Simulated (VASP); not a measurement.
# Hf8C in VASP: further runs, part 2 of 2

VASP 6.6.1. Earlier steps stand in the parts before.

## Step 4: Single point, PBE

The input, INCAR:

```
SYSTEM = Hf8C
  PREC = Accurate
  ENCUT = 520
  EDIFF = 1E-6
  ISMEAR = 0
  SIGMA = 0.1
  LREAL = .False.
  LASPH = .True.
  NELM = 100
  ALGO = Normal
  ISIF = 2
  LWAVE = .False.
  LCHARG = .False.
  LDIPOL = .True.
  IDIPOL = 3
  DIPOL = 0.5 0.5 0.323
  GGA = PE
  NBANDS = 52
```

The input, KPOINTS:

```
Automatic mesh
0
Gamma
  4 5 1
  0 0 0
```

The input, POSCAR:

```
Hf8C
1.0
    6.4096340743      0.0000000000      0.0000000000
    0.0000000000      5.0676933206      0.0000000000
    0.0000000000      0.0000000000     18.9500687204
Hf C
8 1
Direct
    0.0000000000      0.7500000000      0.2110810287
    0.5000000000      0.7500000000      0.2110810287
    0.2500000000      0.2500000000      0.2599014843
    0.7500000000      0.2500000000      0.2599014843
    0.2500000000      0.7500000000      0.3455348617
    0.7500000000      0.7500000000      0.3455348617
    0.0000000000      0.2500000000      0.3931420424
    0.5000000000      0.2500000000      0.3931420424
    0.0625000000      0.3750000000      0.4870283226
```

Potentials or basis: VASP PAW PBE potentials, release 64 (Hf_pv, C).

On the command line:

```sh
cat potpaw_PBE.64/Hf_pv/POTCAR potpaw_PBE.64/C/POTCAR > POTCAR
mpirun -np 1 vasp_std > vasp.out
```

OUTCAR:

```text
SYSTEM = Hf8C
   PREC = Accurate
   ENCUT = 520
   EDIFF = 1E-6
   ISMEAR = 0
   LREAL = .False.
   LASPH = .True.
   NELM = 100
   ISIF = 2
   GGA = PE

 ion  position               nearest neighbor table
   1  0.000  0.750  0.211-   5 3.01   6 3.01   3 3.14   4 3.14   3 3.14   4 3.14   2 3.20   2 3.20

   2  0.500  0.750  0.211-   5 3.01   6 3.01   3 3.14   4 3.14   3 3.14   4 3.14   1 3.20   1 3.20

   3  0.250  0.250  0.260-   7 2.99   8 2.99   5 3.01   5 3.01   1 3.14   1 3.14   2 3.14   2 3.14
                             4 3.20   4 3.20
   4  0.750  0.250  0.260-   7 2.99   8 2.99   6 3.01   6 3.01   1 3.14   1 3.14   2 3.14   2 3.14
                             3 3.20   3 3.20
   5  0.250  0.750  0.346-   3 3.01   3 3.01   1 3.01   2 3.01   8 3.13   7 3.13   7 3.13   8 3.13
                             6 3.20   6 3.20
   6  0.750  0.750  0.346-   4 3.01   4 3.01   1 3.01   2 3.01   8 3.13   7 3.13   7 3.13   8 3.13
                             5 3.20   5 3.20
   7  0.000  0.250  0.393-   9 1.93   4 2.99   3 2.99   6 3.13   5 3.13   5 3.13   6 3.13   8 3.20
                             8 3.20
   8  0.500  0.250  0.393-   3 2.99   4 2.99   5 3.13   6 3.13   5 3.13   6 3.13   7 3.20   7 3.20

   9  0.062  0.375  0.487-   7 1.93

  LATTYP: Found a simple orthorhombic cell.
 ALAT       =     5.0676933206
 B/A-ratio  =     1.2648030709
 C/A-ratio  =     3.7393874336

  Lattice vectors:

 A1 = (   0.0000000000,  -5.0676933206,   0.0000000000)
 A2 = (   6.4096340743,   0.0000000000,   0.0000000000)
 A3 = (   0.0000000000,   0.0000000000,  18.9500687204)

Analysis of symmetry for initial positions (statically):
=====================================================================
 Subroutine PRICEL returns:
 Original cell was already a primitive cell.

 Routine SETGRP: Setting up the symmetry group for a
 simple orthorhombic supercell.
[... 148 lines left out ...]
   LEPSILON=     F    determine dielectric tensor
   LRPA    =     F    only Hartree local field effects (RPA)
 non-spin polarized calculation
 Gauss-broadening in eV      SIGMA  =   0.10
  energy-cutoff  :      520.00
  volume of cell :      615.54
 maximum number of plane-waves:     16672
   NGX = 23   NGY = 19   NGZ = 71

 dipolmoment           0.000000      0.000000     -0.394913 electrons x Angstroem

 number of electron      84.0000000 magnetization

 dipolmoment           0.000000      0.000000      0.317662 electrons x Angstroem

 Free energy of the ion-electron system (eV)
  ---------------------------------------------------
  ext. energy  EPLUGINS =         0.00000000
  ---------------------------------------------------
  free energy    TOTEN  =       -77.20941542 eV

  energy without entropy =      -77.13396352  energy(sigma->0) =      -77.17168947

 E-fermi :  -1.6695     XC(G=0):  -4.4929

 val. band max:       -1.6728399440   @ k =   0.5000   0.2000   0.0000
 cond. band min:      -1.6620682203   @ k =   0.2500   0.0000   0.0000
 fundamental gap:      0.0107717237
 Fermi energy:        -1.6695496315

 k-point     1 :       0.0000    0.0000    0.0000
  band No.  band energies     occupation
      1     -33.0714      2.00000
      2     -32.9408      2.00000
      3     -32.8702      2.00000
      4     -32.8641      2.00000
      5     -32.8145      2.00000
      6     -32.7542      2.00000
[... 594 lines left out ...]
     51      -0.8324      0.00000
     52      -0.6483      0.00000

------------------------ aborting loop because EDIFF is reached ----------------------------------------

 vacuum level on the upper side and lower side of the slab       (xc-potential included)         0.685        -1.045

  FORCE on cell =-STRESS in cart. coord.  units (eV):
  Direction    XX          YY          ZZ          XY          YZ          ZX
  --------------------------------------------------------------------------------------
  -------------------------------------------------------------------------------------
  Total       -6.4278757      2.1572502     -0.0943509      0.0219597      2.3565268      1.1105720
  in kB      -16.7310694      5.6150903     -0.2455854      0.0571588      6.1337860      2.8906995
  external PRESSURE =      -3.7871881 kB  Pullay stress =       0.0000000 kB

 VOLUME and BASIS-vectors are now :
 -----------------------------------------------------------------------------
  energy-cutoff  :      520.00
  volume of cell :      615.54
      direct lattice vectors                 reciprocal lattice vectors
     6.409634074  0.000000000  0.000000000     0.156015147  0.000000000  0.000000000
     0.000000000  5.067693321  0.000000000     0.000000000  0.197328437  0.000000000
     0.000000000  0.000000000 18.950068720     0.000000000  0.000000000  0.052770257

 POSITION                                       TOTAL-FORCE (eV/Angst)
 -----------------------------------------------------------------------------------
      0.00000      3.80077      4.00000        -0.020849     -0.135043      0.135657
      3.20482      3.80077      4.00000         0.005617      0.011343      0.236629
      1.60241      1.26692      4.92515         0.076925     -0.075005     -0.277609
      4.80723      1.26692      4.92515         0.048931     -0.035308     -0.129486
      1.60241      3.80077      6.54791         0.243236     -0.347806      0.255740
      4.80723      3.80077      6.54791        -0.197617     -0.033543     -0.234355
      0.00000      1.26692      7.45007        -0.232168     -0.440934     -1.148612
      3.20482      1.26692      7.45007        -0.720639      0.321413      1.046669
      0.40060      1.90038      9.22922         0.796564      0.734884      0.115367
 -----------------------------------------------------------------------------------
    total drift:                                0.000045      0.000057     -0.000172

  FREE ENERGIE OF THE ION-ELECTRON SYSTEM (eV)
  ---------------------------------------------------
  free  energy   TOTEN  =       -77.2094154152 eV

  energy  without entropy=      -77.1339635229  energy(sigma->0) =      -77.17168947

 vacuum level on the upper side and lower side of the slab         3.770         1.984
```

OSZICAR:

```text
N       E                     dE             d eps       ncg     rms          rms(c)
DAV:   1     0.351815409538E+03    0.35182E+03   -0.44255E+04  1552   0.130E+03
DAV:   2    -0.512882424621E+02   -0.40310E+03   -0.39236E+03  1436   0.286E+02
DAV:   3    -0.847304665645E+02   -0.33442E+02   -0.32173E+02  1412   0.579E+01
[... 31 lines left out ...]
DAV:  35    -0.772094049436E+02   -0.13548E-04   -0.72845E-07   768   0.319E-03    0.362E-03
DAV:  36    -0.772094077700E+02   -0.28263E-05   -0.20063E-07   704   0.166E-03    0.291E-03
DAV:  37    -0.772094123134E+02   -0.45434E-05   -0.21813E-07   720   0.123E-03    0.157E-03
DAV:  38    -0.772094152307E+02   -0.29173E-05   -0.20607E-07   728   0.976E-04    0.291E-03
DAV:  39    -0.772094154152E+02   -0.18451E-06   -0.12862E-07   704   0.811E-04
   1 F= -.77209415E+02 E0= -.77171689E+02  d E =-.754519E-01
```

Run time: 8.4 min. Hardware: 1 thread of AMD EPYC 9R45 (Zen 5), shared host; peak memory 0.7 GiB.

What came out:

```
Free energy            : -77.2094 eV
Largest force          : 1.311 eV/Å
Band gap on the k mesh : zero (bands 42 and 43 overlap by 0.16 eV)
```

Forces on the atoms (eV/Å):
```
Hf  -0.021 -0.135  0.136
Hf   0.006  0.011  0.237
Hf   0.077 -0.075 -0.278
Hf   0.049 -0.035 -0.129
Hf   0.243 -0.348  0.256
Hf  -0.198 -0.034 -0.234
Hf  -0.232 -0.441 -1.149
Hf  -0.721  0.321  1.047
C    0.797  0.735  0.115
```

Levels at points of the mesh, in eV from the Fermi level:
```tsv
k point	band 39	band 40	band 41	band 42	band 43	band 44	band 45	band 46
(0.00, 0.00, 0.00)	-0.48	-0.38	-0.21	0.10	0.32	0.48	0.78	0.86
(0.50, 0.00, 0.00)	-0.42	-0.38	-0.35	-0.32	-0.07	0.11	0.38	0.40
```

Caveat: spin-orbit coupling is left out, which moves the levels of the heavy elements.

## Step 5: The runs side by side

| cell | gap on the mesh (eV) | largest force (eV/Å) |
| --- | --- | --- |
| as given, atomic positions A | none | 2.38 |
| as given, atomic positions B | none | 2.99 |
| as given, atomic positions C | none | 1.31 |

Alike in all rows: task single point; level PBE; potentials or basis VASP PAW PBE potentials, release 64 (Hf_pv, C); no spin polarisation; k mesh 4 × 5 × 1; cutoff (eV) 520; smearing gaussian 0.1 eV.

Caveats: spin-orbit coupling is left out, which moves the levels of the heavy elements.

Absolute energies hang on the potentials; compare differences alone.

The gap in the log of VASP goes by the Fermi energy; the results here count the filled bands.